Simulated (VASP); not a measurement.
# Ti in VASP: single point with PBE+D3(BJ)

Aim: the single point of Ti with PBE+D3(BJ).

Everything below comes from runs of VASP 6.6.1. Logs are shortened: lines on timing, memory, paths and dates and some standing lists are left out, and cuts for length are marked.

### 1 The cell of the first run

The cell holds a slab with vacuum, 6 atoms: a = 2.886 Å, b = 4.574 Å, c = 19.832 Å, α = 90.00°, β = 90.00°, γ = 90.00°.

### 2 Single point, PBE+D3(BJ)

INCAR

```
SYSTEM = Ti
PREC = Accurate
ENCUT = 520
EDIFF = 1E-7
ISMEAR = 0
SIGMA = 0.1
LREAL = .False.
LASPH = .True.
NELM = 60
ALGO = Normal
ISIF = 2
LWAVE = .False.
LCHARG = .False.
LDIPOL = .True.
IDIPOL = 3
DIPOL = 0.5 0.5 0.499
GGA = PE
IVDW = 12
NBANDS = 45
```

KPOINTS

```
Automatic mesh
0
Gamma
  10 6 1
  0 0 0
```

POSCAR

```
Ti
1.0
    2.8861771965      0.0000000000      0.0000000000
    0.0000000000      4.5739693188      0.0000000000
    0.0000000000      0.0000000000     19.8321731346
Ti
6
Direct
    0.0000000000      0.7500000000      0.3529618238
    0.5000000000      0.2500000000      0.3949727313
    0.5000000000      0.7500000000      0.4789945463
    0.0000000000      0.2500000000      0.5209010906
    0.0000000000      0.7500000000      0.6018661146
    0.5000000000      0.2500000000      0.6429928513
```

Potentials or basis: VASP PAW PBE potentials, release 64 (Ti_sv).

The run is started by

```bash
cat potpaw_PBE.64/Ti_sv/POTCAR > POTCAR
mpirun -np 1 vasp_std > vasp.out
```

OUTCAR:

```text
SYSTEM = Ti
   PREC = Accurate
   ENCUT = 520
   EDIFF = 1E-7
   ISMEAR = 0
   LREAL = .False.
   LASPH = .True.
   NELM = 60
   ISIF = 2
   GGA = PE
   IVDW = 12
 IVDW          = 12

 ion  position               nearest neighbor table
   1  0.000  0.750  0.353-   2 2.83   2 2.83   2 2.83   2 2.83   3 2.89   3 2.89
   2  0.500  0.250  0.395-   1 2.83   1 2.83   1 2.83   1 2.83   3 2.83   3 2.83   4 2.88   4 2.88

   3  0.500  0.750  0.479-   4 2.83   4 2.83   4 2.83   4 2.83   2 2.83   2 2.83   5 2.83   5 2.83
                             1 2.89   1 2.89
   4  0.000  0.250  0.521-   5 2.79   5 2.79   6 2.82   6 2.82   3 2.83   3 2.83   3 2.83   3 2.83
                             2 2.88   2 2.88
   5  0.000  0.750  0.602-   4 2.79   4 2.79   6 2.82   6 2.82   6 2.82   6 2.82   3 2.83   3 2.83

   6  0.500  0.250  0.643-   4 2.82   4 2.82   5 2.82   5 2.82   5 2.82   5 2.82

  LATTYP: Found a simple orthorhombic cell.
 ALAT       =     2.8861771965
 B/A-ratio  =     1.5847846502
 C/A-ratio  =     6.8714329663

  Lattice vectors:

 A1 = (   2.8861771965,   0.0000000000,   0.0000000000)
 A2 = (   0.0000000000,   4.5739693188,   0.0000000000)
 A3 = (   0.0000000000,   0.0000000000,  19.8321731346)

Analysis of symmetry for initial positions (statically):
=====================================================================
 Subroutine PRICEL returns:
 Original cell was already a primitive cell.

 Routine SETGRP: Setting up the symmetry group for a
 simple orthorhombic supercell.

 Subroutine GETGRP returns: Found  4 space group operations
 (whereof  2 operations were pure point group operations)
 out of a pool of  8 trial point group operations.

The static configuration has the point symmetry C_1h.
 The point group associated with its full space group is C_2v.

Analysis of symmetry for dynamics (positions and initial velocities):
=====================================================================
 Subroutine PRICEL returns:
 Original cell was already a primitive cell.

 Routine SETGRP: Setting up the symmetry group for a
 simple orthorhombic supercell.

 Subroutine GETGRP returns: Found  4 space group operations
 (whereof  2 operations were pure point group operations)
 out of a pool of  8 trial point group operations.

The dynamic configuration has the point symmetry C_1h.
 The point group associated with its full space group is C_2v.

 Subroutine INISYM returns: Found  4 space group operations
 (whereof  2 operations are pure point group operations),
[... 113 lines left out ...]
   PSTRESS=    0.0 pullay stress
   NELECT =      72.0000    total number of electrons
   NUPDOWN=      -1.0000    fix difference up-down
   EMIN   =  10.00;   EMAX   =-10.00  energy-range for DOS
   EFERMI =   0.00;   METHOD = LEGACY
   ISMEAR =     0;   SIGMA  =   0.10  broadening in eV -4-tet -1-fermi 0-gaus
   EFERMI_NEDOS =   21; number of points for ismear=-14 and -15
   IALGO  =     38    algorithm
   IMIX   =      4    mixing-type and parameters
     AMIX     =   0.40;   BMIX     =  1.00
     AMIX_MAG =   1.60;   BMIX_MAG =  1.00
  volume/ion in A,a.u.               =      43.64       294.46
  Fermi-wavevector in a.u.,A,eV,Ry     =   1.064609  2.011819 15.420740  1.133392
  Thomas-Fermi vector in A             =   2.200133
   LORBIT       =      0    0 simple, 1 ext, 2 COOP (PROOUT), +10 PAW based schemes
   GGA     = PE    functional components
   LHFCALC =     F    Hartree Fock is set to
   AEXX    =    0.0000 exact exchange contribution
   IVDW    =    12    specifies the selected vdW correction
   LEPSILON=     F    determine dielectric tensor
   LRPA    =     F    only Hartree local field effects (RPA)
 non-spin polarized calculation
 Gauss-broadening in eV      SIGMA  =   0.10
  energy-cutoff  :      520.00
  volume of cell :      261.81
 maximum number of plane-waves:      7083
 NGX is ok and might be reduce to    24
   NGX = 11   NGY = 17   NGZ = 73

 dipolmoment           0.000000      0.000000     -0.000136 electrons x Angstroem

 number of electron      72.0000023 magnetization

 dipolmoment           0.000000      0.000000      0.005665 electrons x Angstroem

 Free energy of the ion-electron system (eV)
  ---------------------------------------------------
  ext. energy  EPLUGINS =         0.00000000
  ---------------------------------------------------
  free energy    TOTEN  =       -43.65554632 eV

  energy without entropy =      -43.60380273  energy(sigma->0) =      -43.62967453

 E-fermi :   1.1304     XC(G=0):  -5.5071

 val. band max:        1.1252721423   @ k =   0.2000   0.3333   0.0000
 cond. band min:       1.1407097966   @ k =   0.3000   0.0000   0.0000
 fundamental gap:      0.0154376542
 Fermi energy:         1.1303759779

 k-point     1 :       0.0000    0.0000    0.0000
  band No.  band energies     occupation
      1     -55.8466      2.00000
      2     -55.8153      2.00000
      3     -55.6404      2.00000
      4     -55.5366      2.00000
      5     -55.5093      2.00000
      6     -55.4952      2.00000
[... 1141 lines left out ...]
     44       2.5617      0.00000
     45       3.0029      0.00000

------------------------ aborting loop because EDIFF is reached ----------------------------------------

 vacuum level on the upper side and lower side of the slab       (xc-potential included)        -0.145        -0.212

 Edisp (eV)   -2.61469

 E8    (eV) :    -1.2930

  FORCE on cell =-STRESS in cart. coord.  units (eV):
  Direction    XX          YY          ZZ          XY          YZ          ZX
  --------------------------------------------------------------------------------------
  -------------------------------------------------------------------------------------
  Total      -2.71268    -2.35005    -0.75472     0.00000     0.00000     0.00000
  in kB     -16.60056   -14.38142    -4.61861     0.00000     0.00000     0.00000
  external pressure =      -11.87 kB  Pullay stress =        0.00 kB

 VOLUME and BASIS-vectors are now :
 -----------------------------------------------------------------------------
  energy-cutoff  :      520.00
  volume of cell :      261.81
      direct lattice vectors                 reciprocal lattice vectors
     2.886177196  0.000000000  0.000000000     0.346479073  0.000000000  0.000000000
     0.000000000  4.573969319  0.000000000     0.000000000  0.218628489  0.000000000
     0.000000000  0.000000000 19.832173135     0.000000000  0.000000000  0.050423118

 POSITION                                       TOTAL-FORCE (eV/Angst)
 -----------------------------------------------------------------------------------
      0.00000      3.43048      7.00000         0.000000      0.000000      0.189185
      1.44309      1.14349      7.83317         0.000000      0.000000      0.125815
      1.44309      3.43048      9.49950         0.000000      0.000000     -0.315754
      0.00000      1.14349     10.33060         0.000000      0.000000      0.003391
      0.00000      3.43048     11.93631         0.000000      0.000000     -0.000810
      1.44309      1.14349     12.75195         0.000000      0.000000     -0.001828
 -----------------------------------------------------------------------------------
    total drift:                                0.000000      0.000000     -0.000576

  FREE ENERGIE OF THE ION-ELECTRON SYSTEM (eV)
  ---------------------------------------------------
  free  energy   TOTEN  =       -46.2702318099 eV

  energy  without entropy=      -46.2184882261  energy(sigma->0) =      -46.24436002

 vacuum level on the upper side and lower side of the slab         4.820         4.751
```

Run time: 17 min. Hardware: 1 thread of Intel Xeon 8259CL, shared host; peak memory 0.47 GiB.

What came out:

```
Free energy                : -46.2702 eV
Largest force              : 0.316 eV/Å
Band gap on the k mesh     : zero (bands 36 and 37 overlap by 0.34 eV)
Dispersion energy per atom : -0.436 eV
```

Forces on the atoms (eV/Å):
```
Ti   0.000  0.000  0.189
Ti   0.000  0.000  0.126
Ti   0.000  0.000 -0.316
Ti   0.000  0.000  0.003
Ti   0.000  0.000 -0.001
Ti   0.000  0.000 -0.002
```
